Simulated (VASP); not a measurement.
# CdF2 (Fm-3m) in VASP: a series of runs

The runs below take CdF2 through vibrations by perturbation theory, with PBEsol.

All numbers are computed with VASP 6.6.1; they aren't measurements. Logs are shortened: lines on timing, memory, paths and dates and some standing lists are left out, and cuts for length are marked.

### Step 1. The cell of the first run

The structure is cubic, space group Fm-3m (No. 225). Conventional cell: a = 5.352 Å, b = 5.352 Å, c = 5.352 Å, α = 90.00°, β = 90.00°, γ = 90.00°. Cd (site symmetry m-3m) has 8 F at 2.32 Å within 3.1 Å. Within 3.1 Å of F (site symmetry -43m) lie 4 Cd at 2.32 Å and 6 F at 2.68 Å.

### Step 2. Vibrations by perturbation theory, PBEsol

Contents of INCAR:

```
PREC = Accurate
ENCUT = 520
EDIFF = 1E-8
ISMEAR = 0
SIGMA = 0.01
LREAL = F
LASPH = T
NELM = 80
ALGO = Normal
ISIF = 2
LWAVE = F
LCHARG = F
GGA = PS
IBRION = 8
NSW = 1
```

Contents of KPOINTS:

```
Automatic mesh
0
Gamma
  8 8 8
```

Contents of POSCAR:

```
CdF2
1.0
    2.6761690194      2.6761690194      0.0000000000
   -2.6761690194      2.6761690194      0.0000000000
    0.0000000000      2.6761690194      2.6761690194
Cd F
1 2
Direct
    0.0000000000      0.0000000000      0.0000000000
    0.2500000000      0.7500000000      0.5000000000
    0.7500000000      0.2500000000      0.5000000000
```

Potentials or basis: VASP PAW PBE potentials, release 64 (Cd, F).

Started as:

```bash
$ cat potpaw_PBE.64/Cd/POTCAR potpaw_PBE.64/F/POTCAR > POTCAR
$ mpirun -np 1 vasp_std > vasp.out
```

OUTCAR:

```text
PREC = Accurate
   ENCUT = 520
   EDIFF = 1E-8
   ISMEAR = 0
   LREAL = F
   LASPH = T
   NELM = 80
   ISIF = 2
   GGA = PS
   IBRION = 8
   NSW = 1

 ion  position               nearest neighbor table
   1  0.000  0.000  0.000-   2 2.32   3 2.32   2 2.32   3 2.32   3 2.32   2 2.32   3 2.32   2 2.32

   2  0.250  0.750  0.500-   1 2.32   1 2.32   1 2.32   1 2.32
   3  0.750  0.250  0.500-   1 2.32   1 2.32   1 2.32   1 2.32

  LATTYP: Found a face centered cubic cell.
 ALAT       =     5.3523380388

  Lattice vectors:

 A1 = (   0.0000000000,   2.6761690194,   2.6761690194)
 A2 = (   2.6761690194,   0.0000000000,   2.6761690194)
 A3 = (   2.6761690194,   2.6761690194,   0.0000000000)

Analysis of symmetry for initial positions (statically):
=====================================================================
 Subroutine PRICEL returns:
 Original cell was already a primitive cell.

 Routine SETGRP: Setting up the symmetry group for a
 face centered cubic supercell.

 Subroutine GETGRP returns: Found 48 space group operations
 (whereof 48 operations were pure point group operations)
 out of a pool of 48 trial point group operations.

The static configuration has the point symmetry O_h .

Analysis of symmetry for dynamics (positions and initial velocities):
=====================================================================
 Subroutine PRICEL returns:
 Original cell was already a primitive cell.

 Routine SETGRP: Setting up the symmetry group for a
 face centered cubic supercell.

 Subroutine GETGRP returns: Found 48 space group operations
 (whereof 48 operations were pure point group operations)
 out of a pool of 48 trial point group operations.

The dynamic configuration has the point symmetry O_h .

 Subroutine INISYM returns: Found 48 space group operations
[... 655 lines left out ...]
     0.000000000  2.676169019  2.676169019     0.000000000  0.000000000  0.373668476

 POSITION                                       TOTAL-FORCE (eV/Angst)
 -----------------------------------------------------------------------------------
      0.00000      0.00000      0.00000         0.000000      0.000000      0.000000
     -1.33808      4.01425      1.33808        -0.000000      0.000000     -0.000000
      1.33808      4.01425      1.33808         0.000000     -0.000000      0.000000
 -----------------------------------------------------------------------------------
    total drift:                                0.000000      0.000000     -0.000000

  FREE ENERGIE OF THE ION-ELECTRON SYSTEM (eV)
  ---------------------------------------------------
  free  energy   TOTEN  =       -11.5831723510 eV

  energy  without entropy=      -11.5831723510  energy(sigma->0) =      -11.58317235

[... ionic steps 2 to 3 ...]

--------------------------------------- Ionic step        4  -------------------------------------------

------------------------ aborting loop because EDIFF is reached ----------------------------------------

[... ionic steps 5 to 6 ...]

--------------------------------------- Ionic step        7  -------------------------------------------

 Free energy of the ion-electron system (eV)
  ---------------------------------------------------
  ---------------------------------------------------
  free energy    TOTEN  =        -0.53213792 eV

  energy without entropy =       -0.53213792

------------------------ aborting loop because EDIFF is reached ----------------------------------------

 INTERNAL STRAIN TENSOR  FOR ION    2  DIRECTION 1   (eV/Angst):
 -----------------------------------------------------------------------------
    -0.00687  0.00000 -0.00000
     0.00000  0.00279 -2.68002
     0.00000 -2.68002  0.00279

 INTERNAL STRAIN TENSOR FOR ION    3 for displacements in x,y,z  (eV/Angst):
          X           Y           Z          XY          YZ          ZX
  --------------------------------------------------------------------------------
  x     0.00000     0.00000     0.00000     0.00000     2.68002    -0.00000
  y     0.00000    -0.00000     0.00000     0.00000     0.00000     2.68002
  z     0.00000     0.00000     0.00000     2.68002     0.00000     0.00000

 SECOND DERIVATIVES (NOT SYMMETRIZED)
 ------------------------------------
               1X          1Y          1Z          2X          2Y          2Z          3X          3Y          3Z
  1X    -6.019431    0.000000   -0.000000    3.009715    0.000000   -0.000000    3.009715    0.000000   -0.000000
  1Y    -0.000000   -6.019431    0.000000   -0.000000    3.009715    0.000000   -0.000000    3.009715    0.000000
  1Z    -0.000000   -0.000000   -6.019431   -0.000000   -0.000000    3.009715    0.000000    0.000000    3.009715
  2X     2.981448    0.000000    0.000000   -4.985087   -0.000000    0.000000    2.003639    0.000000    0.000000
  2Y     0.000000    2.981448    0.000000    0.000000   -4.985087   -0.000000    0.000000    2.003639    0.000000
  2Z     0.000000    0.000000    2.981448   -0.000000   -0.000000   -4.985087    0.000000    0.000000    2.003639
  3X     2.981448    0.000000    0.000000    2.003639    0.000000    0.000000   -4.985087   -0.000000    0.000000
  3Y     0.000000    2.981448    0.000000    0.000000    2.003639    0.000000    0.000000   -4.985087   -0.000000
  3Z     0.000000    0.000000    2.981448    0.000000    0.000000    2.003639   -0.000000   -0.000000   -4.985087

 Eigenvectors and eigenvalues of the dynamical matrix
 ----------------------------------------------------

   1 f  =    9.481909 THz    59.576590 2PiTHz  316.282431 cm-1    39.214006 meV
             X         Y         Z           dx          dy          dz
      0.000000  0.000000  0.000000     0.000000   -0.000000   -0.000000
     -1.338085  4.014254  1.338085     0.000000   -0.000000   -0.707107
      1.338085  4.014254  1.338085    -0.000000   -0.000000    0.707107
[... 43 lines left out ...]
   9 f/i=    0.014738 THz     0.092604 2PiTHz    0.491622 cm-1     0.060953 meV
             X         Y         Z           dx          dy          dz
      0.000000  0.000000  0.000000    -0.004969    0.843339   -0.185324
     -1.338085  4.014254  1.338085    -0.002053    0.348340   -0.076548
      1.338085  4.014254  1.338085    -0.002053    0.348340   -0.076548

--------------------------------------------------------------------------------------------------------

 ELASTIC MODULI CONTR FROM IONIC RELAXATION (kBar)
 Direction    XX          YY          ZZ          XY          YZ          ZX
 --------------------------------------------------------------------------------
 XX          -0.0000     -0.0000     -0.0000     -0.0000     -0.0000     -0.0000
 YY          -0.0000     -0.0000     -0.0000     -0.0000     -0.0000      0.0000
 ZZ          -0.0000     -0.0000     -0.0000     -0.0000     -0.0000     -0.0000
 XY          -0.0000     -0.0000     -0.0000    -85.9107     -0.0000      0.0000
 YZ          -0.0000     -0.0000     -0.0000     -0.0000    -85.9107     -0.0000
 ZX          -0.0000      0.0000     -0.0000      0.0000     -0.0000    -85.9107
 --------------------------------------------------------------------------------
```

stdout:

```text
POSCAR found type information on POSCAR CdF
 POSCAR found :  2 types and       3 ions
 scaLAPACK will be used
 -----------------------------------------------------------------------------
|                                                                             |
|                                                                             |
|     You enforced a specific xc type in the INCAR file but a different       |
|     I HOPE YOU KNOW WHAT YOU ARE DOING!                                     |
|                                                                             |
 -----------------------------------------------------------------------------

 LDA part: xc-table for (Slater+PW92), standard interpolation
 POSCAR, INCAR and KPOINTS ok, starting setup
 FFT: planning ... GRIDC
 FFT: planning ... GRID_SOFT
 FFT: planning ... GRID
 WAVECAR not read
 entering main loop
 Linear response reoptimize wavefunctions to high precision
 Linear response DOF=           2
 Linear response progress:
 first order change of Fermi-energy   0.34465E-04
 force on displaced ion       1 direction 1 :  -6.019  -0.000  -0.000
 Linear response progress:
 first order change of Fermi-energy   0.13174E-04
 force on displaced ion       2 direction 1 :  -4.985  -0.000  -0.000
 Linear response finished
```

Wall time 99 s (1 thread of Intel Xeon Platinum 8375C at 2.90GHz (Ice Lake), shared host); peak memory 0.27 GiB.

What came out:

| Property | Result |
| --- | --- |
| Highest phonon frequency at Γ, LO-TO splitting left out | 316 cm⁻¹ |

Phonon frequencies in cm⁻¹ (negative: imaginary):
| q point | frequencies |
| --- | --- |
| (0.000, 0.000, 0.000) | 0 0 0 239 239 239 316 316 316 |

Caveat: the cell stands under pressure or tension, which shifts response properties; the PAW data sets were made with another functional, which shifts forces and pressure a little.

### Step 3. Vibrations by perturbation theory, PBEsol

This run uses another cell than the first one, of 13.01 Å³/atom.

Contents of INCAR:

```
SYSTEM = CdF2
  PREC = Accurate
  ENCUT = 520
  EDIFF = 1E-8
  ISMEAR = 0
  SIGMA = 0.01
  LREAL = .False.
  LASPH = .True.
  NELM = 80
  ALGO = Normal
  ISIF = 2
  LWAVE = .False.
  LCHARG = .True.
  GGA = PS
  IBRION = 8
  NSW = 1
```

Contents of KPOINTS:

```
regular mesh
0
Gamma
  8 8 8
  0 0 0
```

Contents of POSCAR:

```
CdF2
1.0
    2.6921155975      2.6921155975      0.0000000000
   -2.6921155975      2.6921155975      0.0000000000
    0.0000000000      2.6921155975      2.6921155975
Cd F
1 2
Direct
    0.0000000000      0.0000000000      0.0000000000
    0.2500000000      0.7500000000      0.5000000000
    0.7500000000      0.2500000000      0.5000000000
```

Potentials or basis: VASP PAW PBE potentials, release 64 (Cd, F).

Started as:

```bash
$ cat potpaw_PBE.64/Cd/POTCAR potpaw_PBE.64/F/POTCAR > POTCAR
$ mpirun -np 1 vasp_std > vasp.out
```

OUTCAR:

```text
SYSTEM = CdF2
   PREC = Accurate
   ENCUT = 520
   EDIFF = 1E-8
   ISMEAR = 0
   LREAL = .False.
   LASPH = .True.
   NELM = 80
   ISIF = 2
   GGA = PS
   IBRION = 8
   NSW = 1

 ion  position               nearest neighbor table
   1  0.000  0.000  0.000-   3 2.33   2 2.33   2 2.33   3 2.33   2 2.33   3 2.33   3 2.33   2 2.33

   2  0.250  0.750  0.500-   1 2.33   1 2.33   1 2.33   1 2.33
   3  0.750  0.250  0.500-   1 2.33   1 2.33   1 2.33   1 2.33
[... 750 lines left out ...]
  2Z     0.000000    0.000000    2.673856    0.000000    0.000000   -4.585371    0.000000    0.000000    1.911515
  3X     2.673856    0.000000    0.000000    1.911515    0.000000    0.000000   -4.585371    0.000000    0.000000
  3Y     0.000000    2.673856    0.000000    0.000000    1.911515    0.000000    0.000000   -4.585371    0.000000
  3Z     0.000000    0.000000    2.673856    0.000000    0.000000    1.911515    0.000000    0.000000   -4.585371

 Eigenvectors and eigenvalues of the dynamical matrix
 ----------------------------------------------------

   1 f  =    9.142173 THz    57.441966 2PiTHz  304.950058 cm-1    37.808972 meV
             X         Y         Z           dx          dy          dz
      0.000000  0.000000  0.000000     0.000000   -0.000000    0.000000
     -1.346058  4.038173  1.346058     0.700393    0.097206   -0.000000
      1.346058  4.038173  1.346058    -0.700393   -0.097206   -0.000000
[... 43 lines left out ...]
   9 f/i=    0.023586 THz     0.148196 2PiTHz    0.786749 cm-1     0.097544 meV
             X         Y         Z           dx          dy          dz
      0.000000  0.000000  0.000000     0.047469    0.295967    0.809017
     -1.346058  4.038173  1.346058     0.019671    0.122646    0.335249
      1.346058  4.038173  1.346058     0.019671    0.122646    0.335249

--------------------------------------------------------------------------------------------------------

 ELASTIC MODULI CONTR FROM IONIC RELAXATION (kBar)
 Direction    XX          YY          ZZ          XY          YZ          ZX
 --------------------------------------------------------------------------------
 XX          -0.0000     -0.0000     -0.0000     -0.0000      0.0000     -0.0000
 YY          -0.0000     -0.0000     -0.0000     -0.0000     -0.0000      0.0000
 ZZ          -0.0000     -0.0000     -0.0000      0.0000     -0.0000     -0.0000
 XY          -0.0000     -0.0000      0.0000    -60.1214      0.0000      0.0000
 YZ           0.0000     -0.0000     -0.0000      0.0000    -60.1214      0.0000
 ZX          -0.0000      0.0000     -0.0000      0.0000      0.0000    -60.1214
 --------------------------------------------------------------------------------
```

It took 1.7 min on 1 thread of Intel Xeon Platinum 8375C at 2.90GHz (Ice Lake), shared host; peak memory 0.27 GiB.

What came out:

| Item | Value |
| --- | --- |
| Highest phonon frequency at Γ, LO-TO splitting left out | 305 cm⁻¹ |

Phonon frequencies in cm⁻¹ (negative: imaginary):
```
              q point                       frequencies
(0.000, 0.000, 0.000)  -1 -1 -1 227 227 227 305 305 305
```

Caveat: the PAW data sets were made with another functional, which shifts forces and pressure a little.

(Part 1 of 2 ends here.)
